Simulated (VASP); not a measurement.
# CdS3 (Pm-3m) in VASP: a series of runs, part 2 of 2

VASP 6.6.1.

### 3 Single point, PBE

This run uses another cell than the first one, of 21.26 Å³/atom.

INCAR reads:

```
SYSTEM = CdS3
  PREC = Accurate
  ENCUT = 520
  EDIFF = 1E-7
  ISMEAR = 0
  SIGMA = 0.1
  LREAL = .FALSE.
  LASPH = .TRUE.
  NELM = 80
  ALGO = Normal
  ISIF = 2
  LWAVE = .FALSE.
  LCHARG = .FALSE.
  GGA = PE
  NBANDS = 23
```

KPOINTS reads:

```
Automatic mesh
0
G
  4 4 4
  0 0 0
```

POSCAR reads:

```
CdS3
1.0
    4.3971906267      0.0000000000      0.0000000000
    0.0000000000      4.3971906267      0.0000000000
    0.0000000000      0.0000000000      4.3971906267
Cd S
1 3
Direct
    0.0000000000      0.0000000000      0.0000000000
    0.0000000000      0.5000000000      0.5000000000
    0.5000000000      0.0000000000      0.5000000000
    0.5000000000      0.5000000000      0.0000000000
```

Potentials or basis: VASP PAW PBE potentials, release 64 (Cd, S).

Launch:

```bash
cat potpaw_PBE.64/Cd/POTCAR potpaw_PBE.64/S/POTCAR > POTCAR
mpirun -np 1 vasp_std > vasp.out
```

OUTCAR:

```text
SYSTEM = CdS3
   PREC = Accurate
   ENCUT = 520
   EDIFF = 1E-7
   ISMEAR = 0
   LREAL = .FALSE.
   LASPH = .TRUE.
   NELM = 80
   ISIF = 2
   GGA = PE

 ion  position               nearest neighbor table
   1  0.000  0.000  0.000-   2 3.11   3 3.11   4 3.11   2 3.11   3 3.11   2 3.11   4 3.11   2 3.11
                             3 3.11   4 3.11   3 3.11   4 3.11
   2  0.000  0.500  0.500-   1 3.11   1 3.11   1 3.11   1 3.11
   3  0.500  0.000  0.500-   1 3.11   1 3.11   1 3.11   1 3.11
   4  0.500  0.500  0.000-   1 3.11   1 3.11   1 3.11   1 3.11

  LATTYP: Found a simple cubic cell.
 ALAT       =     4.3971906267

  Lattice vectors:

 A1 = (   4.3971906267,   0.0000000000,   0.0000000000)
 A2 = (   0.0000000000,   4.3971906267,   0.0000000000)
 A3 = (   0.0000000000,   0.0000000000,   4.3971906267)

Analysis of symmetry for initial positions (statically):
=====================================================================
 Subroutine PRICEL returns:
 Original cell was already a primitive cell.

 Routine SETGRP: Setting up the symmetry group for a
 simple cubic supercell.

 Subroutine GETGRP returns: Found 48 space group operations
 (whereof 48 operations were pure point group operations)
 out of a pool of 48 trial point group operations.

The static configuration has the point symmetry O_h .

Analysis of symmetry for dynamics (positions and initial velocities):
=====================================================================
 Subroutine PRICEL returns:
 Original cell was already a primitive cell.

 Routine SETGRP: Setting up the symmetry group for a
 simple cubic supercell.

 Subroutine GETGRP returns: Found 48 space group operations
 (whereof 48 operations were pure point group operations)
 out of a pool of 48 trial point group operations.

The dynamic configuration has the point symmetry O_h .

 Subroutine INISYM returns: Found 48 space group operations
 (whereof 48 operations are pure point group operations),
 and found     1 'primitive' translations

----------------------------------------------------------------------------------------

                                     Primitive cell

  volume of cell :      85.0209

  direct lattice vectors                    reciprocal lattice vectors
     4.397190627  0.000000000  0.000000000     0.227417932  0.000000000  0.000000000
     0.000000000  4.397190627  0.000000000     0.000000000  0.227417932  0.000000000
     0.000000000  0.000000000  4.397190627     0.000000000  0.000000000  0.227417932

  length of vectors
     4.397190627  4.397190627  4.397190627     0.227417932  0.227417932  0.227417932

  position of ions in fractional coordinates (direct lattice)
     0.000000000  0.000000000  0.000000000
     0.000000000  0.500000000  0.500000000
     0.500000000  0.000000000  0.500000000
     0.500000000  0.500000000  0.000000000

  ion indices of the primitive-cell ions
   primitive index   ion index
                 1           1
                 2           2
                 3           3
                 4           4

----------------------------------------------------------------------------------------

 KPOINTS: Automatic mesh

Automatic generation of k-mesh.
 Grid dimensions read from file:
 generate k-points for:    4    4    4

 Generating k-lattice:

  Cartesian coordinates                     Fractional coordinates (reciprocal lattice)
     0.056854483  0.000000000  0.000000000     0.250000000  0.000000000  0.000000000
     0.000000000  0.056854483  0.000000000     0.000000000  0.250000000  0.000000000
     0.000000000  0.000000000  0.056854483     0.000000000  0.000000000  0.250000000

  Length of vectors
     0.056854483  0.056854483  0.056854483

  Shift w.r.t. Gamma in fractional coordinates (k-lattice)
     0.000000000  0.000000000  0.000000000

 Subroutine IBZKPT returns following result:
 ===========================================

 Found     10 irreducible k-points:

 Following reciprocal coordinates:
            Coordinates               Weight
  0.000000  0.000000  0.000000      1.000000
  0.250000  0.000000  0.000000      6.000000
  0.500000  0.000000  0.000000      3.000000
  0.250000  0.250000  0.000000     12.000000
  0.500000  0.250000  0.000000     12.000000
  0.500000  0.500000  0.000000      3.000000
  0.250000  0.250000  0.250000      8.000000
  0.500000  0.250000  0.250000     12.000000
  0.500000  0.500000  0.250000      6.000000
  0.500000  0.500000  0.500000      1.000000
   k-points           NKPTS =     10   k-points in BZ     NKDIM =     10   number of bands    NBANDS=     23
   number of dos      NEDOS =    301   number of ions     NIONS =      4
   total plane-waves  NPLWV =  46656
   dimension x,y,z NGX =    36 NGY =   36 NGZ =   36
   dimension x,y,z NGXF=    72 NGYF=   72 NGZF=   72
   ions per type =               1   3
   NGX,Y,Z   is equivalent  to a cutoff of  13.61, 13.61, 13.61 a.u.
   NGXF,Y,Z  is equivalent  to a cutoff of  27.22, 27.22, 27.22 a.u.
 SYSTEM =  CdS3
   PREC   = accura    normal or accurate (medium, high low for compatibility)
   ISTART =      0    job   : 0-new  1-cont  2-samecut
   ICHARG =      2    charge: 1-file 2-atom 10-const
   ISPIN  =      1    spin polarized calculation?
   LNONCOLLINEAR =      F non collinear calculations
   LSORBIT =      F    spin-orbit coupling
   LASPH  =      T    aspherical Exc in radial PAW
   ENCUT  =  520.0 eV  38.22 Ry    6.18 a.u.   8.18  8.18  8.18*2*pi/ulx,y,z
   NELM   =     80;   NELMIN=  2; NELMDL= -5     # of ELM steps
   EDIFF  = 0.1E-06   stopping-criterion for ELM
   LREAL  =      F    real-space projection
   EDIFFG = 0.1E-05   stopping-criterion for IOM
   NSW    =      0    number of steps for IOM
   IBRION =     -1    ionic relax: 0-MD 1-quasi-New 2-CG
   NFREE  =      0    steps in history (QN), initial steepest desc. (CG)
   ISIF   =      2    stress and relaxation
   ISYM   =      2    0-nonsym 1-usesym 2-fastsym
   POTIM  = 0.5000    time-step for ionic-motion
   TEBEG  =    0.0;   TEEND  =   0.0 temperature during run
   PSTRESS=    0.0 pullay stress
   NELECT =      30.0000    total number of electrons
   NUPDOWN=      -1.0000    fix difference up-down
   EMIN   =  10.00;   EMAX   =-10.00  energy-range for DOS
   EFERMI =   0.00;   METHOD = LEGACY
   ISMEAR =     0;   SIGMA  =   0.10  broadening in eV -4-tet -1-fermi 0-gaus
   EFERMI_NEDOS =   21; number of points for ismear=-14 and -15
   IALGO  =     38    algorithm
   IMIX   =      4    mixing-type and parameters
     AMIX     =   0.40;   BMIX     =  1.00
     AMIX_MAG =   1.60;   BMIX_MAG =  1.00
  volume/ion in A,a.u.               =      21.26       143.44
  Fermi-wavevector in a.u.,A,eV,Ry     =   1.156840  2.186111 18.208388  1.338279
  Thomas-Fermi vector in A             =   2.293457
   LORBIT       =      0    0 simple, 1 ext, 2 COOP (PROOUT), +10 PAW based schemes
   GGA     = PE    functional components
   LHFCALC =     F    Hartree Fock is set to
   AEXX    =    0.0000 exact exchange contribution
   IVDW    =     0    specifies the selected vdW correction
   LEPSILON=     F    determine dielectric tensor
   LRPA    =     F    only Hartree local field effects (RPA)
 non-spin polarized calculation
 Gauss-broadening in eV      SIGMA  =   0.10
  energy-cutoff  :      520.00
  volume of cell :       85.02
 maximum number of plane-waves:      2320
 NGX is ok and might be reduce to    36
   NGX = 17   NGY = 17   NGZ = 17

 number of electron      30.0000002 magnetization

 Free energy of the ion-electron system (eV)
  ---------------------------------------------------
  ext. energy  EPLUGINS =         0.00000000
  ---------------------------------------------------
  free energy    TOTEN  =        -9.87617296 eV

  energy without entropy =       -9.85149343  energy(sigma->0) =       -9.86383320

 E-fermi :   3.5448     XC(G=0): -10.0743

 val. band max:        3.4475733852   @ k =   0.5000   0.5000   0.2500
 cond. band min:       3.5519164475   @ k =   0.5000   0.2500   0.0000
 fundamental gap:      0.1043430623
 Fermi energy:         3.5447841179

 k-point     1 :       0.0000    0.0000    0.0000
  band No.  band energies     occupation
      1     -10.3757      2.00000
      2      -7.5164      2.00000
      3      -7.5164      2.00000
      4      -4.4802      2.00000
      5      -4.4802      2.00000
      6      -4.4802      2.00000
[... 249 lines left out ...]
     22      12.6135      0.00000
     23      12.6135      0.00000

------------------------ aborting loop because EDIFF is reached ----------------------------------------

  FORCE on cell =-STRESS in cart. coord.  units (eV):
  Direction    XX          YY          ZZ          XY          YZ          ZX
  --------------------------------------------------------------------------------------
  -------------------------------------------------------------------------------------
  Total       -3.4699927     -3.4699927     -3.4699927     -0.0000000     -0.0000000      0.0000000
  in kB      -65.3902897    -65.3902897    -65.3902897     -0.0000000     -0.0000000      0.0000000
  external PRESSURE =     -65.3902897 kB  Pullay stress =       0.0000000 kB

 VOLUME and BASIS-vectors are now :
 -----------------------------------------------------------------------------
  energy-cutoff  :      520.00
  volume of cell :       85.02
      direct lattice vectors                 reciprocal lattice vectors
     4.397190627  0.000000000  0.000000000     0.227417932  0.000000000  0.000000000
     0.000000000  4.397190627  0.000000000     0.000000000  0.227417932  0.000000000
     0.000000000  0.000000000  4.397190627     0.000000000  0.000000000  0.227417932

 POSITION                                       TOTAL-FORCE (eV/Angst)
 -----------------------------------------------------------------------------------
      0.00000      0.00000      0.00000         0.000000      0.000000      0.000000
      0.00000      2.19860      2.19860         0.000000      0.000000      0.000000
      2.19860      0.00000      2.19860         0.000000      0.000000      0.000000
      2.19860      2.19860      0.00000         0.000000      0.000000      0.000000
 -----------------------------------------------------------------------------------
    total drift:                                0.000000      0.000000      0.000000

  FREE ENERGIE OF THE ION-ELECTRON SYSTEM (eV)
  ---------------------------------------------------
  free  energy   TOTEN  =        -9.8761729600 eV

  energy  without entropy=       -9.8514934305  energy(sigma->0) =       -9.86383320
```

OSZICAR:

```text
N       E                     dE             d eps       ncg     rms          rms(c)
DAV:   1     0.175985200004E+03    0.17599E+03   -0.14253E+04   460   0.118E+03
DAV:   2     0.383646696323E-01   -0.17595E+03   -0.16778E+03   553   0.261E+02
DAV:   3    -0.103006811539E+02   -0.10339E+02   -0.10175E+02   579   0.638E+01
DAV:   4    -0.104060323852E+02   -0.10535E+00   -0.10527E+00   558   0.687E+00
DAV:   5    -0.104078244609E+02   -0.17921E-02   -0.17920E-02   558   0.896E-01    0.853E+00
DAV:   6    -0.992562710868E+01    0.48220E+00   -0.54936E-01   579   0.828E+00    0.620E+00
DAV:   7    -0.988969236690E+01    0.35935E-01   -0.36627E-01   537   0.296E+00    0.209E+00
DAV:   8    -0.987990429681E+01    0.97881E-02   -0.94827E-02   546   0.298E+00    0.668E-01
DAV:   9    -0.987720379025E+01    0.27005E-02   -0.16348E-02   568   0.138E+00    0.192E-01
DAV:  10    -0.987630032921E+01    0.90346E-03   -0.10620E-03   574   0.293E-01    0.800E-02
DAV:  11    -0.987628497854E+01    0.15351E-04   -0.10383E-03   546   0.267E-01    0.593E-02
DAV:  12    -0.987617238090E+01    0.11260E-03   -0.23496E-04   545   0.134E-01    0.143E-02
DAV:  13    -0.987617550001E+01   -0.31191E-05   -0.27935E-05   558   0.332E-02    0.724E-03
DAV:  14    -0.987617279436E+01    0.27057E-05   -0.33709E-06   559   0.141E-02    0.212E-03
DAV:  15    -0.987617297590E+01   -0.18155E-06   -0.43378E-07   513   0.438E-03    0.155E-03
DAV:  16    -0.987617296000E+01    0.15902E-07   -0.67087E-08   349   0.268E-03
   1 F= -.98761730E+01 E0= -.98638332E+01  d E =-.246795E-01
```

It took 13 s on 1 thread of Intel Xeon 6975P-C (Granite Rapids), shared host; peak memory 0.19 GiB.

Results:

- Free energy: -9.8762 eV
- Pressure: -6.5 GPa
- Band gap on the k mesh: zero (bands 15 and 16 overlap by 1.12 eV)

Caveat: the cell stands under tension.

### 4 Relaxation of cell and atoms, PBE

This run uses another cell than the first one, of 21.26 Å³/atom.

INCAR reads:

```
SYSTEM = CdS3
PREC = Accurate
ENCUT = 600
EDIFF = 1E-6
ISMEAR = 0
SIGMA = 0.1
LREAL = .FALSE.
LASPH = .TRUE.
NELM = 100
ALGO = Normal
ISIF = 3
LWAVE = .FALSE.
LCHARG = .FALSE.
GGA = PE
IBRION = 2
NSW = 90
EDIFFG = -0.04
```

KPOINTS is that of step 3.

POSCAR is that of step 3.

Launch:

```bash
cat potpaw_PBE.64/Cd/POTCAR potpaw_PBE.64/S/POTCAR > POTCAR
mpirun -np 1 vasp_std > vasp.out
```

It took 18 s on 1 thread of Intel Xeon 6975P-C (Granite Rapids), shared host; peak memory 0.21 GiB.

Results (log left out):

```
Free energy                           : -10.1156 eV
Relaxed volume                        : 18.69 Å³/atom
Relaxed cell                          : a = 4.213 Å, b = 4.213 Å, c = 4.213 Å, α = 90.00°, β = 90.00°, γ = 90.00°
Space group after relaxing (to 0.1 Å) : Pm-3m (No. 221)
Energy gained by relaxing             : 59.9 meV/atom
Ionic steps                           : 2
Pressure after relaxing               : -0.1 GPa
Band gap on the k mesh                : zero (bands 15 and 16 overlap by 1.47 eV)
```

Step by step:
```
step  energy change (eV)  largest force (eV/Å)  pressure (GPa)  volume (Å³)
   1              0.0000                0.0000           -6.55        85.02
   2             -0.2395                0.0000           -0.09        74.78
```

Final structure:
```
Cd S
1.0
     4.21298    0.00000    0.00000
     0.00000    4.21298    0.00000
     0.00000    0.00000    4.21298
Cd S
1 3
Direct
  0.00000 0.00000 0.00000
  0.00000 0.50000 0.50000
  0.50000 0.00000 0.50000
  0.50000 0.50000 0.00000
```

Levels at points of the mesh, in eV from the Fermi level:
```csv
k point,band 13,band 14,band 15,band 16,band 17,band 18
"(0.00, 0.00, 0.00)",-1.08,-1.08,-0.90,0.76,0.76,0.76
"(0.50, 0.00, 0.00)",-2.72,-1.84,-1.66,0.45,0.45,3.40
"(0.50, 0.50, 0.00)",-2.32,-1.85,-1.85,1.09,1.19,2.41
"(0.50, 0.50, 0.50)",-1.80,1.11,1.11,1.11,1.22,1.22
```

### 5 Single point, PBE

This run uses another cell than the first one, of 18.54 Å³/atom.

INCAR reads:

```
  PREC = Accurate
  ENCUT = 520
  EDIFF = 1E-6
  ISMEAR = 0
  SIGMA = 0.1
  LREAL = False
  LASPH = True
  NELM = 60
  ALGO = Normal
  ISIF = 2
  LWAVE = False
  LCHARG = False
  GGA = PE
  NBANDS = 23
```

KPOINTS reads:

```
regular mesh
0
Gamma
  12 12 12
```

POSCAR reads:

```
CdS3
1.0
    4.2012300057      0.0000000000      0.0000000000
    0.0000000000      4.2012300057      0.0000000000
    0.0000000000      0.0000000000      4.2012300057
Cd S
1 3
Direct
    0.0000000000      0.0000000000      0.0000000000
    0.0000000000      0.5000000000      0.5000000000
    0.5000000000      0.0000000000      0.5000000000
    0.5000000000      0.5000000000      0.0000000000
```

Launch:

```bash
cat potpaw_PBE.64/Cd/POTCAR potpaw_PBE.64/S/POTCAR > POTCAR
mpirun -np 1 vasp_std > vasp.out
```

Run time: 41 s. Hardware: 1 thread of Intel Xeon 6975P-C (Granite Rapids), shared host; peak memory 0.24 GiB.

It converged, with:

```
Free energy            : -10.2178 eV
Pressure               : 0.2 GPa
Band gap on the k mesh : zero (bands 15 and 16 overlap by 1.59 eV)
```

Levels at points of the mesh, in eV from the Fermi level:
| k point | band 12 | band 13 | band 14 | band 15 | band 16 | band 17 | band 18 | band 19 |
| --- | --- | --- | --- | --- | --- | --- | --- | --- |
| (0.00, 0.00, 0.00) | -1.12 | -1.12 | -1.12 | -0.96 | 0.74 | 0.74 | 0.74 | 6.55 |
| (0.50, 0.00, 0.00) | -2.79 | -2.79 | -1.89 | -1.71 | 0.43 | 0.43 | 3.39 | 3.78 |
| (0.50, 0.50, 0.00) | -2.77 | -2.39 | -1.90 | -1.90 | 1.07 | 1.18 | 2.38 | 3.86 |
| (0.50, 0.50, 0.50) | -5.67 | -1.88 | 1.10 | 1.10 | 1.10 | 1.20 | 1.20 | 9.31 |

### 6 Relaxation of cell and atoms, PBE

INCAR reads:

```
PREC = Accurate
ENCUT = 600
EDIFF = 1E-6
ISMEAR = 0
SIGMA = 0.1
LREAL = F
LASPH = T
NELM = 100
ALGO = Normal
ISIF = 3
LWAVE = F
LCHARG = F
GGA = PE
IBRION = 2
NSW = 100
EDIFFG = -0.01
```

KPOINTS is that of step 5.

POSCAR reads:

```
CdS3
1.0
    4.2143861599      0.0000000000      0.0000000000
    0.0000000000      4.2143861599      0.0000000000
    0.0000000000      0.0000000000      4.2143861599
Cd S
1 3
Direct
    0.0000000000      0.0000000000      0.0000000000
    0.0000000000      0.5000000000      0.5000000000
    0.5000000000      0.0000000000      0.5000000000
    0.5000000000      0.5000000000      0.0000000000
```

Potentials or basis: VASP PAW PBE potentials, release 64 (Cd, S).

Launch:

```bash
cat potpaw_PBE.64/Cd/POTCAR potpaw_PBE.64/S/POTCAR > POTCAR
mpirun -np 1 vasp_std > vasp.out
```

Run time: 79 s. Hardware: 1 thread of Intel Xeon 6975P-C (Granite Rapids), shared host; peak memory 0.29 GiB.

It converged, with:

```yaml
Free_energy: -10.2184 eV
Relaxed_volume: 18.58 Å³/atom
Relaxed_cell: a = 4.204 Å, b = 4.204 Å, c = 4.204 Å, α = 90.00°, β = 90.00°, γ = 90.00°
Space_group_after_relaxing_to_0.1_Å: Pm-3m (No. 221)
Energy_gained_by_relaxing: 0.2 meV/atom
Ionic_steps: 2
Pressure_after_relaxing: 0.0 GPa
Band_gap_on_the_k_mesh: zero (bands 15 and 16 overlap by 1.58 eV)
```

Step by step:
| step | energy change (eV) | largest force (eV/Å) | pressure (GPa) | volume (Å³) |
| --- | --- | --- | --- | --- |
| 1 | 0.0000 | 0.0000 | -0.44 | 74.85 |
| 2 | -0.0007 | 0.0000 | 0.04 | 74.30 |

Final structure:
```
Cd S
1.0
     4.20404    0.00000    0.00000
     0.00000    4.20404    0.00000
     0.00000    0.00000    4.20404
Cd S
1 3
Direct
  0.00000 0.00000 0.00000
  0.00000 0.50000 0.50000
  0.50000 0.00000 0.50000
  0.50000 0.50000 0.00000
```

Levels at points of the mesh, in eV from the Fermi level:
```
           k point  band 11  band 12  band 13  band 14  band 15  band 16  band 17  band 18  band 19
(0.00, 0.00, 0.00)    -5.07    -1.12    -1.12    -1.12    -0.96     0.74     0.74     0.74     6.55
(0.50, 0.00, 0.00)    -3.56    -2.78    -2.78    -1.89    -1.70     0.43     0.43     3.38     3.78
(0.50, 0.50, 0.00)    -2.77    -2.77    -2.38    -1.90    -1.90     1.07     1.17     2.38     3.87
(0.50, 0.50, 0.50)    -5.66    -5.66    -1.87     1.10     1.10     1.10     1.20     1.20     9.30
```

### 7 The runs side by side

```tsv
task	cell	k mesh	cutoff (eV)	gap on the mesh (eV)	pressure (GPa)	relaxed volume (Å³/atom)
single point	a = 4.214 Å, 4 atoms	4 × 4 × 4	520	none	-0.2	-
single point	a = 4.397 Å, 4 atoms	4 × 4 × 4	520	none	-6.5	-
relaxation of cell and atoms	relaxed from a = 4.397 Å, 4 atoms	4 × 4 × 4	600	none	-0.1	18.69
single point	a = 4.201 Å, 4 atoms	12 × 12 × 12	520	none	0.2	-
relaxation of cell and atoms	relaxed from a = 4.214 Å, 4 atoms	12 × 12 × 12	600	none	0.0	18.58
```

Alike in all rows: level PBE; potentials or basis VASP PAW PBE potentials, release 64 (Cd, S); no spin polarisation; smearing gaussian 0.1 eV.

Caveats: some runs use coarse meshes; the cell stands under tension (at least some runs).

Absolute energies hang on the potentials; compare differences alone.

The gap in the log of VASP goes by the Fermi energy; the results here count the filled bands.